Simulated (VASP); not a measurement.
# WC (P-6m2) in VASP: notebook

The runs below take WC through single point, relaxation of cell and atoms, with r2SCAN.

Program: VASP 6.6.1. These are calculated values, not measurements. Logs are shortened: lines on timing, memory, paths and dates and some standing lists are left out, and cuts for length are marked.

## 1. The cell of the first run

Symmetry: P-6m2, No. 187, hexagonal system. Conventional cell: a = 2.912 Å, b = 2.912 Å, c = 2.836 Å, α = 90.00°, β = 90.00°, γ = 120.00°. Within 3.0 Å of W (site symmetry -6m2) lie 6 C at 2.20 Å and 8 W at 2.84 to 2.91 Å. Within 3.0 Å of C (site symmetry -6m2) lie 6 W at 2.20 Å and 8 C at 2.84 to 2.91 Å.

## 2. Single point, r2SCAN

The input, POSCAR:

```
WC
1.0
    2.9120958982      0.0000000000      0.0000000000
   -1.4560479491      2.5219490262      0.0000000000
    0.0000000000      0.0000000000      2.8361909727
W C
1 1
Direct
    0.0000000000      0.0000000000      0.0000000000
    0.6666666667      0.3333333333      0.5000000000
```

The input, INCAR.step1:

```
  ALGO = Normal
  EDIFF = 1E-5
  ENCUT = 910
  GGA = PE
  GGA_COMPAT = F
  ISMEAR = 0
  LASPH = T
  LCHARG = F
  LREAL = F
  LWAVE = T
  NBANDS = 16
  NELM = 120
  PREC = Accurate
  SIGMA = 0.1
```

The input, INCAR.step2:

```
  ALGO = Normal
  EDIFF = 1E-6
  ENCUT = 910
  GGA_COMPAT = F
  ISIF = 2
  ISMEAR = 0
  ISTART = 1
  LASPH = T
  LCHARG = F
  LMIXTAU = T
  LREAL = F
  LWAVE = F
  METAGGA = R2SCAN
  NBANDS = 16
  NELM = 120
  PREC = Accurate
  SIGMA = 0.1
```

The input, KPOINTS:

```
k-points
0
Gamma
  18 18 14
```

Potentials or basis: VASP PAW PBE potentials, release 64 (W_sv, C_h).

Started as:

```bash
> cat potpaw_PBE.64/W_sv/POTCAR potpaw_PBE.64/C_h/POTCAR > POTCAR
> cp INCAR.step1 INCAR
> mpirun -np 1 vasp_std > vasp.out
> cp INCAR.step2 INCAR
> mpirun -np 1 vasp_std > vasp.out
```

OUTCAR:

```text
EDIFF = 1E-6
   ENCUT = 910
   ISIF = 2
   ISMEAR = 0
   ISTART = 1
   LASPH = T
   LREAL = F
   METAGGA = R2SCAN
   NELM = 120
   PREC = Accurate

 ion  position               nearest neighbor table
   1  0.000  0.000  0.000-   2 2.20   2 2.20   2 2.20   2 2.20   2 2.20   2 2.20
   2  0.667  0.333  0.500-   1 2.20   1 2.20   1 2.20   1 2.20   1 2.20   1 2.20

  LATTYP: Found a hexagonal cell.
 ALAT       =     2.9120958982
 C/A-ratio  =     0.9739346065

  Lattice vectors:

 A1 = (   2.9120958982,   0.0000000000,   0.0000000000)
 A2 = (  -1.4560479491,   2.5219490262,   0.0000000000)
 A3 = (   0.0000000000,   0.0000000000,   2.8361909727)

Analysis of symmetry for initial positions (statically):
=====================================================================
 Subroutine PRICEL returns:
 Original cell was already a primitive cell.

 Routine SETGRP: Setting up the symmetry group for a
 hexagonal supercell.

 Subroutine GETGRP returns: Found 12 space group operations
 (whereof 12 operations were pure point group operations)
 out of a pool of 24 trial point group operations.

The static configuration has the point symmetry D_3h.

Analysis of symmetry for dynamics (positions and initial velocities):
=====================================================================
 Subroutine PRICEL returns:
 Original cell was already a primitive cell.

 Routine SETGRP: Setting up the symmetry group for a
 hexagonal supercell.

 Subroutine GETGRP returns: Found 12 space group operations
 (whereof 12 operations were pure point group operations)
 out of a pool of 24 trial point group operations.

The dynamic configuration has the point symmetry D_3h.

 Subroutine INISYM returns: Found 12 space group operations
 (whereof 12 operations are pure point group operations),
 and found     1 'primitive' translations

----------------------------------------------------------------------------------------

                                     Primitive cell

  volume of cell :      20.8294

  direct lattice vectors                    reciprocal lattice vectors
     2.912095898  0.000000000  0.000000000     0.343395285  0.198259360  0.000000000
    -1.456047949  2.521949026  0.000000000     0.000000000  0.396518720  0.000000000
     0.000000000  0.000000000  2.836190973     0.000000000  0.000000000  0.352585566

  length of vectors
     2.912095898  2.912095898  2.836190973     0.396518720  0.396518720  0.352585566

  position of ions in fractional coordinates (direct lattice)
     0.000000000  0.000000000  0.000000000
     0.666666667  0.333333333  0.500000000

  ion indices of the primitive-cell ions
   primitive index   ion index
                 1           1
                 2           2

----------------------------------------------------------------------------------------

 KPOINTS: k-points

Automatic generation of k-mesh.
 Grid dimensions read from file:
 generate k-points for:   18   18   14

 Generating k-lattice:

  Cartesian coordinates                     Fractional coordinates (reciprocal lattice)
     0.019077516  0.011014409  0.000000000     0.055555556  0.000000000  0.000000000
     0.000000000  0.022028818  0.000000000     0.000000000  0.055555556  0.000000000
     0.000000000  0.000000000  0.025184683     0.000000000  0.000000000  0.071428571

  Length of vectors
     0.022028818  0.022028818  0.025184683

  Shift w.r.t. Gamma in fractional coordinates (k-lattice)
     0.000000000  0.000000000  0.000000000

 Subroutine IBZKPT returns following result:
 ===========================================

 Found    296 irreducible k-points:

 Following reciprocal coordinates:
            Coordinates               Weight
  0.000000  0.000000  0.000000      1.000000
  0.055556 -0.000000  0.000000      6.000000
  0.111111 -0.000000  0.000000      6.000000
  0.166667  0.000000  0.000000      6.000000
  0.222222 -0.000000  0.000000      6.000000
  0.277778  0.000000  0.000000      6.000000
[... 16 lines left out ...]
  0.333333  0.111111  0.000000     12.000000
  0.388889  0.111111  0.000000     12.000000
 [... further k-points ...]
   k-points           NKPTS =    296   k-points in BZ     NKDIM =    296   number of bands    NBANDS=     16
   number of dos      NEDOS =    301   number of ions     NIONS =      2
   total plane-waves  NPLWV =  25200
   dimension x,y,z NGX =    30 NGY =   30 NGZ =   28
   dimension x,y,z NGXF=    60 NGYF=   60 NGZF=   56
   ions per type =               1   1
   NGX,Y,Z   is equivalent  to a cutoff of  17.13, 17.13, 16.41 a.u.
   NGXF,Y,Z  is equivalent  to a cutoff of  34.25, 34.25, 32.82 a.u.
 SYSTEM =  unknown system
   PREC   = accura    normal or accurate (medium, high low for compatibility)
   ISTART =      1    job   : 0-new  1-cont  2-samecut
   ICHARG =      0    charge: 1-file 2-atom 10-const
   ISPIN  =      1    spin polarized calculation?
   LNONCOLLINEAR =      F non collinear calculations
   LSORBIT =      F    spin-orbit coupling
   LASPH  =      T    aspherical Exc in radial PAW
   ENCUT  =  910.0 eV  66.88 Ry    8.18 a.u.   7.16  7.16  6.98*2*pi/ulx,y,z
   NELM   =    120;   NELMIN=  2; NELMDL=  0     # of ELM steps
   EDIFF  = 0.1E-05   stopping-criterion for ELM
   LREAL  =      F    real-space projection
[... 7 lines left out ...]
   TEBEG  =    0.0;   TEEND  =   0.0 temperature during run
   PSTRESS=    0.0 pullay stress
   NELECT =      18.0000    total number of electrons
   NUPDOWN=      -1.0000    fix difference up-down
   EMIN   =  10.00;   EMAX   =-10.00  energy-range for DOS
   EFERMI =   0.00;   METHOD = LEGACY
   ISMEAR =     0;   SIGMA  =   0.10  broadening in eV -4-tet -1-fermi 0-gaus
   EFERMI_NEDOS =   21; number of points for ismear=-14 and -15
   IALGO  =     38    algorithm
   IMIX   =      4    mixing-type and parameters
     AMIX     =   0.40;   BMIX     =  1.00
     AMIX_MAG =   1.60;   BMIX_MAG =  1.00
  volume/ion in A,a.u.               =      10.41        70.28
  Fermi-wavevector in a.u.,A,eV,Ry     =   1.559337  2.946719 33.082979  2.431530
  Thomas-Fermi vector in A             =   2.662710
   LORBIT       =      0    0 simple, 1 ext, 2 COOP (PROOUT), +10 PAW based schemes
   METAGGA = R2SCAN    functional components
   LHFCALC =     F    Hartree Fock is set to
   AEXX    =    0.0000 exact exchange contribution
   IVDW    =     0    specifies the selected vdW correction
   LEPSILON=     F    determine dielectric tensor
   LRPA    =     F    only Hartree local field effects (RPA)
 non-spin polarized calculation
 Gauss-broadening in eV      SIGMA  =   0.10
  energy-cutoff  :      910.00
  volume of cell :       20.83
 maximum number of plane-waves:      1322
 NGX is ok and might be reduce to    30
   NGX = 15   NGY = 15   NGZ = 13

 number of electron      18.0000001 magnetization

 Free energy of the ion-electron system (eV)
  ---------------------------------------------------
  ext. energy  EPLUGINS =         0.00000000
  ---------------------------------------------------
  free energy    TOTEN  =       -61.62376007 eV

  energy without entropy =      -61.62234137  energy(sigma->0) =      -61.62305072

 E-fermi :  11.2248     XC(G=0): -14.9496

 val. band max:       11.2062458117   @ k =   0.0556  -0.0000   0.2857
 cond. band min:      11.2344607179   @ k =   0.0556  -0.0000   0.2143
 fundamental gap:      0.0282149062
 Fermi energy:        11.2247967164

 k-point     1 :       0.0000    0.0000    0.0000
  band No.  band energies     occupation
      1     -64.7136      2.00000
      2     -28.0159      2.00000
      3     -27.9175      2.00000
      4     -27.9175      2.00000
      5      -3.9708      2.00000
      6       6.7739      2.00000
[... 8 lines left out ...]
     15      26.4757      0.00000
     16      28.7781      0.00000

 k-point     2 :       0.0556   -0.0000    0.0000
  band No.  band energies     occupation
      1     -64.7117      2.00000
      2     -28.0124      2.00000
      3     -27.9446      2.00000
      4     -27.9236      2.00000
      5      -3.8873      2.00000
      6       6.8078      2.00000
[... 8 lines left out ...]
     15      26.2692      0.00000
     16      28.9594      0.00000

 k-point     3 :       0.1111   -0.0000    0.0000
  band No.  band energies     occupation
      1     -64.7061      2.00000
      2     -28.0219      2.00000
      3     -28.0025      2.00000
      4     -27.9410      2.00000
      5      -3.6435      2.00000
      6       6.7814      2.00000
[... 8 lines left out ...]
     15      25.9368      0.00000
     16      29.4816      0.00000

 k-point     4 :       0.1667    0.0000    0.0000
  band No.  band energies     occupation
      1     -64.6976      2.00000
      2     -28.1388      2.00000
      3     -27.9871      2.00000
      4     -27.9677      2.00000
      5      -3.2588      2.00000
      6       6.3796      2.00000
[... 8 lines left out ...]
     15      25.7686      0.00000
     16      30.2861      0.00000

 k-point     5 :       0.2222   -0.0000    0.0000
  band No.  band energies     occupation
      1     -64.6872      2.00000
      2     -28.2795      2.00000
      3     -28.0002      2.00000
      4     -27.9683      2.00000
      5      -2.7638      2.00000
      6       5.7984      2.00000
[... 8 lines left out ...]
     15      25.9238      0.00000
     16      30.5694      0.00000

 k-point     6 :       0.2778    0.0000    0.0000
  band No.  band energies     occupation
      1     -64.6761      2.00000
      2     -28.4264      2.00000
      3     -28.0345      2.00000
      4     -27.9481      2.00000
      5      -2.2001      2.00000
      6       5.2181      2.00000
[... 8 lines left out ...]
     15      26.4920      0.00000
     16      29.8620      0.00000
[... 267 lines left out ...]
 k-point    21 :       0.2222    0.1111    0.0000
  band No.  band energies     occupation
      1     -64.6728      2.00000
      2     -28.4413      2.00000
      3     -28.0764      2.00000
      4     -27.9419      2.00000
      5      -2.0065      2.00000
      6       5.1309      2.00000
[... 8 lines left out ...]
     15      26.6186      0.00000
     16      29.6708      0.00000

 k-point    22 :       0.2778    0.1111    0.0000
  band No.  band energies     occupation
      1     -64.6630      2.00000
      2     -28.5580      2.00000
      3     -28.1175      2.00000
      4     -27.9240      2.00000
      5      -1.4387      2.00000
      6       4.6847      2.00000
[... 8 lines left out ...]
     15      27.2847      0.00000
     16      28.6476      0.00000

 k-point    23 :       0.3333    0.1111    0.0000
  band No.  band energies     occupation
      1     -64.6550      2.00000
      2     -28.6517      2.00000
      3     -28.1509      2.00000
      4     -27.9094      2.00000
      5      -0.9235      2.00000
      6       4.3298      2.00000
[... 8 lines left out ...]
     15      26.7385      0.00000
     16      28.9906      0.00000

 k-point    24 :       0.3889    0.1111    0.0000
  band No.  band energies     occupation
      1     -64.6497      2.00000
      2     -28.7122      2.00000
      3     -28.1726      2.00000
      4     -27.8999      2.00000
      5      -0.5508      2.00000
      6       4.0955      2.00000
[... 8 lines left out ...]
     15      25.8776      0.00000
     16      29.7180      0.00000

 [... further k-points ...]
[... 5 lines left out ...]
  --------------------------------------------------------------------------------------
  -------------------------------------------------------------------------------------
  Total        0.2217980      0.2217980      0.2603663      0.0000000      0.0000000      0.0000000
  in kB       17.0604580     17.0604580     20.0270919      0.0000000      0.0000000      0.0000000
  external PRESSURE =      18.0493360 kB  Pullay stress =       0.0000000 kB

 VOLUME and BASIS-vectors are now :
 -----------------------------------------------------------------------------
  energy-cutoff  :      910.00
  volume of cell :       20.83
      direct lattice vectors                 reciprocal lattice vectors
     2.912095898  0.000000000  0.000000000     0.343395285  0.198259360  0.000000000
    -1.456047949  2.521949026  0.000000000     0.000000000  0.396518720  0.000000000
     0.000000000  0.000000000  2.836190973     0.000000000  0.000000000  0.352585566

 POSITION                                       TOTAL-FORCE (eV/Angst)
 -----------------------------------------------------------------------------------
      0.00000      0.00000      0.00000        -0.000000      0.000000      0.000000
      1.45605      0.84065      1.41810         0.000000     -0.000000      0.000000
 -----------------------------------------------------------------------------------
    total drift:                               -0.000000      0.000000      0.000000

  FREE ENERGIE OF THE ION-ELECTRON SYSTEM (eV)
  ---------------------------------------------------
  free  energy   TOTEN  =       -61.6237600655 eV

  energy  without entropy=      -61.6223413737  energy(sigma->0) =      -61.62305072
```

Wall time 8.5 min (1 thread of Intel Xeon Platinum 8259CL at 2.50GHz (Skylake/Cascade Lake), shared host); peak memory 0.35 GiB.

What came out:

| Item | Value |
| --- | --- |
| Free energy | -61.6238 eV |
| Pressure | 1.8 GPa |
| Band gap on the k mesh | zero (bands 9 and 10 overlap by 1.32 eV) |

Stress tensor (GPa, compression positive):
```
1.71 0.00 0.00
0.00 1.71 0.00
0.00 0.00 2.00
```

Caveat: the PAW data sets were made with another functional, which shifts forces and pressure a little; spin-orbit coupling is left out, which moves the levels of the heavy elements.

[end of part 1 of 2]

The gap in the log of VASP goes by the Fermi energy; the results here count the filled bands.